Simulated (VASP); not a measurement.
# Hf2S (P6_3/mmc) in VASP: further runs

The runs below take Hf2S through single point, with PBEsol.

Everything below comes from runs of VASP 6.6.1. Logs are shortened: lines on timing, memory, paths and dates and some standing lists are left out, and cuts for length are marked.

## 1. The cell of the first run

The structure is hexagonal, space group P6_3/mmc (No. 194). Conventional cell: a = 3.374 Å, b = 3.374 Å, c = 11.717 Å, α = 90.00°, β = 90.00°, γ = 120.00°. Within 3.6 Å of Hf (site symmetry 3m) lie 3 S at 2.62 Å and 10 Hf at 3.05 to 3.51 Å. S (site symmetry -6m2) has 6 Hf at 2.62 Å and 6 S at 3.37 Å within 3.5 Å.

## 2. Single point, PBEsol

Contents of INCAR:

```
SYSTEM = Hf2S
PREC     = Accurate       ! precision mode
ENCUT    = 520            ! plane-wave cutoff, eV
EDIFF    = 1E-6           ! SCF threshold, eV
ISMEAR   = 1              ! smearing method
SIGMA    = 0.01           ! smearing width, eV
LREAL    = .False.        ! projectors in reciprocal space
LASPH    = .True.         ! aspherical terms in the spheres
NELM     = 60             ! most SCF steps
ALGO     = Normal         ! electronic algorithm
ISIF     = 2              ! what is computed and relaxed
LWAVE    = .False.        ! write WAVECAR
LCHARG   = .True.         ! write CHGCAR
GGA      = PS             ! functional
LELF     = .True.         ! ELF
LVHAR    = .True.       
NBANDS   = 35             ! bands
```

Contents of KPOINTS:

```
regular mesh
0
Gamma
  12 12 4
  0 0 0
```

Contents of POSCAR:

```
Hf2S
1.0
    3.3742737662      0.0000000000      0.0000000000
   -1.6871368831      2.9222068008      0.0000000000
    0.0000000000      0.0000000000     11.7174070300
Hf S
4 2
Direct
    0.6666666667      0.3333333333      0.8998116400
    0.3333333333      0.6666666667      0.3998116400
    0.6666666667      0.3333333333      0.6001883600
    0.3333333333      0.6666666667      0.1001883600
    0.0000000000      0.0000000000      0.7500000000
    0.0000000000      0.0000000000      0.2500000000
```

Potentials or basis: VASP PAW PBE potentials, release 64 (Hf_pv, S).

The run is started by

```console
$ cat potpaw_PBE.64/Hf_pv/POTCAR potpaw_PBE.64/S/POTCAR > POTCAR
$ mpirun -np 1 vasp_std > vasp.out
```

OUTCAR:

```text
SYSTEM = Hf2S
   PREC = Accurate
   ENCUT = 520
   EDIFF = 1E-6
   ISMEAR = 1
   LREAL = .False.
   LASPH = .True.
   NELM = 60
   ISIF = 2
   GGA = PS

 ion  position               nearest neighbor table
   1  0.667  0.333  0.900-   5 2.62   5 2.62   5 2.62   4 3.05   4 3.05   4 3.05   3 3.51
   2  0.333  0.667  0.400-   6 2.62   6 2.62   6 2.62   3 3.05   3 3.05   3 3.05   4 3.51
   3  0.667  0.333  0.600-   5 2.62   5 2.62   5 2.62   2 3.05   2 3.05   2 3.05   1 3.51
   4  0.333  0.667  0.100-   6 2.62   6 2.62   6 2.62   1 3.05   1 3.05   1 3.05   2 3.51
   5  0.000  0.000  0.750-   1 2.62   3 2.62   1 2.62   3 2.62   1 2.62   3 2.62
   6  0.000  0.000  0.250-   2 2.62   4 2.62   2 2.62   4 2.62   2 2.62   4 2.62

  LATTYP: Found a hexagonal cell.
 ALAT       =     3.3742737662
 C/A-ratio  =     3.4725715345

  Lattice vectors:

 A1 = (   3.3742737662,   0.0000000000,   0.0000000000)
 A2 = (  -1.6871368831,   2.9222068008,   0.0000000000)
 A3 = (   0.0000000000,   0.0000000000,  11.7174070300)

Analysis of symmetry for initial positions (statically):
=====================================================================
 Subroutine PRICEL returns:
 Original cell was already a primitive cell.

 Routine SETGRP: Setting up the symmetry group for a
 hexagonal supercell.

 Subroutine GETGRP returns: Found 24 space group operations
 (whereof 12 operations were pure point group operations)
 out of a pool of 24 trial point group operations.

The static configuration has the point symmetry D_3d.
 The point group associated with its full space group is D_6h.

Analysis of symmetry for dynamics (positions and initial velocities):
=====================================================================
 Subroutine PRICEL returns:
 Original cell was already a primitive cell.

 Routine SETGRP: Setting up the symmetry group for a
 hexagonal supercell.

 Subroutine GETGRP returns: Found 24 space group operations
 (whereof 12 operations were pure point group operations)
 out of a pool of 24 trial point group operations.

The dynamic configuration has the point symmetry D_3d.
 The point group associated with its full space group is D_6h.

 Subroutine INISYM returns: Found 24 space group operations
 (whereof 12 operations are pure point group operations),
 and found     1 'primitive' translations

----------------------------------------------------------------------------------------

                                     Primitive cell
[... 97 lines left out ...]
   ENCUT  =  520.0 eV  38.22 Ry    6.18 a.u.   6.27  6.27 21.79*2*pi/ulx,y,z
   NELM   =     60;   NELMIN=  2; NELMDL= -5     # of ELM steps
   EDIFF  = 0.1E-05   stopping-criterion for ELM
   LREAL  =      F    real-space projection
   EDIFFG = 0.1E-04   stopping-criterion for IOM
   NSW    =      0    number of steps for IOM
   IBRION =     -1    ionic relax: 0-MD 1-quasi-New 2-CG
   NFREE  =      0    steps in history (QN), initial steepest desc. (CG)
   ISIF   =      2    stress and relaxation
   ISYM   =      2    0-nonsym 1-usesym 2-fastsym
   POTIM  = 0.5000    time-step for ionic-motion
   TEBEG  =    0.0;   TEEND  =   0.0 temperature during run
   PSTRESS=    0.0 pullay stress
   NELECT =      52.0000    total number of electrons
   NUPDOWN=      -1.0000    fix difference up-down
   EMIN   =  10.00;   EMAX   =-10.00  energy-range for DOS
   EFERMI =   0.00;   METHOD = LEGACY
   ISMEAR =     1;   SIGMA  =   0.01  broadening in eV -4-tet -1-fermi 0-gaus
   EFERMI_NEDOS =   21; number of points for ismear=-14 and -15
   IALGO  =     38    algorithm
   IMIX   =      4    mixing-type and parameters
     AMIX     =   0.40;   BMIX     =  1.00
     AMIX_MAG =   1.60;   BMIX_MAG =  1.00
  volume/ion in A,a.u.               =      19.26       129.95
  Fermi-wavevector in a.u.,A,eV,Ry     =   1.254590  2.370831 21.415503  1.573995
  Thomas-Fermi vector in A             =   2.388387
   LORBIT       =      0    0 simple, 1 ext, 2 COOP (PROOUT), +10 PAW based schemes
   GGA     = PS    functional components
   LHFCALC =     F    Hartree Fock is set to
   AEXX    =    0.0000 exact exchange contribution
   IVDW    =     0    specifies the selected vdW correction
   LEPSILON=     F    determine dielectric tensor
   LRPA    =     F    only Hartree local field effects (RPA)
 non-spin polarized calculation
 Methfessel and Paxton  Order N= 1 SIGMA  =   0.01
  energy-cutoff  :      520.00
  volume of cell :      115.54
 maximum number of plane-waves:      3142
 NGX is ok and might be reduce to    28
   NGX = 13   NGY = 13   NGZ = 43

 number of electron      52.0000002 magnetization

 Free energy of the ion-electron system (eV)
  ---------------------------------------------------
  ext. energy  EPLUGINS =         0.00000000
  ---------------------------------------------------
  free energy    TOTEN  =       -57.41735081 eV

  energy without entropy =      -57.41721073  energy(sigma->0) =      -57.41730412

 E-fermi :   6.3081     XC(G=0): -11.5092

 val. band max:        6.3066437545   @ k =   0.0833   0.0833   0.2500
 cond. band min:       6.3081662152   @ k =   0.0833   0.0833   0.5000
 fundamental gap:      0.0015224608
 Fermi energy:         6.3080672608

 k-point     1 :       0.0000    0.0000    0.0000
  band No.  band energies     occupation
      1     -24.9619      2.00000
      2     -24.8449      2.00000
      3     -24.5048      2.00000
      4     -24.4299      2.00000
      5     -24.4299      2.00000
      6     -24.4207      2.00000
[... 901 lines left out ...]
     34       9.3299      0.00000
     35       9.7611      0.00000

 [... further k-points ...]
[... 5 lines left out ...]
  --------------------------------------------------------------------------------------
  -------------------------------------------------------------------------------------
  Total       -2.4476377     -2.4476377     -2.2446040      0.0000000      0.0000000      0.0000000
  in kB      -33.9418047    -33.9418047    -31.1263020      0.0000000      0.0000000      0.0000000
  external PRESSURE =     -33.0033038 kB  Pullay stress =       0.0000000 kB

 VOLUME and BASIS-vectors are now :
 -----------------------------------------------------------------------------
  energy-cutoff  :      520.00
  volume of cell :      115.54
      direct lattice vectors                 reciprocal lattice vectors
     3.374273766  0.000000000  0.000000000     0.296360067  0.171103565  0.000000000
    -1.687136883  2.922206801  0.000000000     0.000000000  0.342207129  0.000000000
     0.000000000  0.000000000 11.717407030     0.000000000  0.000000000  0.085343114

 POSITION                                       TOTAL-FORCE (eV/Angst)
 -----------------------------------------------------------------------------------
      1.68714      0.97407     10.54346        -0.000000     -0.000000     -0.232601
     -0.00000      1.94814      4.68476         0.000000      0.000000     -0.232601
      1.68714      0.97407      7.03265        -0.000000     -0.000000      0.232601
     -0.00000      1.94814      1.17395         0.000000      0.000000      0.232601
      0.00000      0.00000      8.78806         0.000000     -0.000000     -0.000000
      0.00000      0.00000      2.92935        -0.000000      0.000000     -0.000000
 -----------------------------------------------------------------------------------
    total drift:                                0.000000      0.000000     -0.000000

  FREE ENERGIE OF THE ION-ELECTRON SYSTEM (eV)
  ---------------------------------------------------
  free  energy   TOTEN  =       -57.4173508099 eV

  energy  without entropy=      -57.4172107305  energy(sigma->0) =      -57.41730412
```

stdout:

```text
POSCAR found type information on POSCAR HfS
 POSCAR found :  2 types and       6 ions
 scaLAPACK will be used
 -----------------------------------------------------------------------------
|                                                                             |
|                                                                             |
|     You enforced a specific xc type in the INCAR file but a different       |
|     I HOPE YOU KNOW WHAT YOU ARE DOING!                                     |
|                                                                             |
 -----------------------------------------------------------------------------

 LDA part: xc-table for (Slater+PW92), standard interpolation
 POSCAR, INCAR and KPOINTS ok, starting setup
 FFT: planning ... GRIDC
 FFT: planning ... GRID_SOFT
 FFT: planning ... GRID
 WAVECAR not read
 entering main loop
```

Wall time 5.9 min (1 thread of Intel Xeon 8259CL, shared host); peak memory 0.37 GiB.

Results:

```yaml
Free_energy: -57.4174 eV
Pressure: -3.3 GPa
Largest_force: 0.233 eV/Å
Band_gap_on_the_k_mesh: zero (bands 26 and 27 overlap by 0.92 eV)
```

Forces in eV/Å, atoms in the order of the input:
```
Hf   0.000  0.000 -0.233
Hf   0.000  0.000 -0.233
Hf   0.000  0.000  0.233
Hf   0.000  0.000  0.233
S    0.000  0.000  0.000
S    0.000  0.000  0.000
```

Levels at points of the mesh, in eV from the Fermi level:
```csv
k point,band 24,band 25,band 26,band 27,band 28,band 29
"(0.00, 0.00, 0.00)",-0.17,-0.06,0.41,0.41,0.51,0.51
"(0.50, 0.00, 0.00)",-1.35,-1.24,-0.78,-0.51,0.80,1.02
"(0.00, 0.00, 0.50)",-1.19,0.35,0.35,0.35,0.35,1.37
"(0.50, 0.00, 0.50)",-1.78,-1.04,-1.04,0.32,0.32,1.35
```

Caveat: the cell stands under tension; the PAW data sets were made with another functional, which shifts forces and pressure a little; spin-orbit coupling is left out, which moves the levels of the heavy elements.

## 3. Single point, PBEsol

Contents of INCAR:

```
  PREC = Accurate
  ENCUT = 520
  EDIFF = 1E-6
  ISMEAR = 1
  SIGMA = 0.02
  LREAL = F
  LASPH = T
  NELM = 100
  ALGO = Normal
  ISIF = 2
  LWAVE = F
  LCHARG = F
  GGA = PS
  NBANDS = 35
```

Contents of KPOINTS:

```
Automatic mesh
0
Gamma
  12 12 4
```

POSCAR is that of step 2.

Potentials or basis: VASP PAW PBE potentials, release 64 (Hf_pv, S).

The run is started by

```console
$ cat potpaw_PBE.64/Hf_pv/POTCAR potpaw_PBE.64/S/POTCAR > POTCAR
$ mpirun -np 1 vasp_std > vasp.out
```

Run time: 6.8 min. Hardware: 1 thread of Intel Xeon 8259CL, shared host; peak memory 0.36 GiB.

The run converged. Its results:

| Property | Result |
| --- | --- |
| Free energy | -57.4174 eV |
| Pressure | -3.3 GPa |
| Largest force | 0.235 eV/Å |
| Band gap on the k mesh | zero (bands 26 and 27 overlap by 0.92 eV) |

Forces in eV/Å, atoms in the order of the input:
```
Hf   0.000  0.000 -0.235
Hf   0.000  0.000 -0.235
Hf   0.000  0.000  0.235
Hf   0.000  0.000  0.235
S    0.000  0.000  0.000
S    0.000  0.000  0.000
```

Stress tensor (GPa, compression positive):
```
-3.40  0.00  0.00
 0.00 -3.40  0.00
 0.00  0.00 -3.11
```

Levels at points of the mesh, in eV from the Fermi level:
| k point | band 24 | band 25 | band 26 | band 27 | band 28 | band 29 |
| --- | --- | --- | --- | --- | --- | --- |
| (0.00, 0.00, 0.00) | -0.17 | -0.07 | 0.41 | 0.41 | 0.51 | 0.51 |
| (0.50, 0.00, 0.00) | -1.35 | -1.24 | -0.78 | -0.51 | 0.80 | 1.02 |
| (0.00, 0.00, 0.50) | -1.19 | 0.35 | 0.35 | 0.35 | 0.35 | 1.37 |
| (0.50, 0.00, 0.50) | -1.78 | -1.04 | -1.04 | 0.32 | 0.32 | 1.35 |

Caveat: the cell stands under tension; the PAW data sets were made with another functional, which shifts forces and pressure a little; spin-orbit coupling is left out, which moves the levels of the heavy elements.
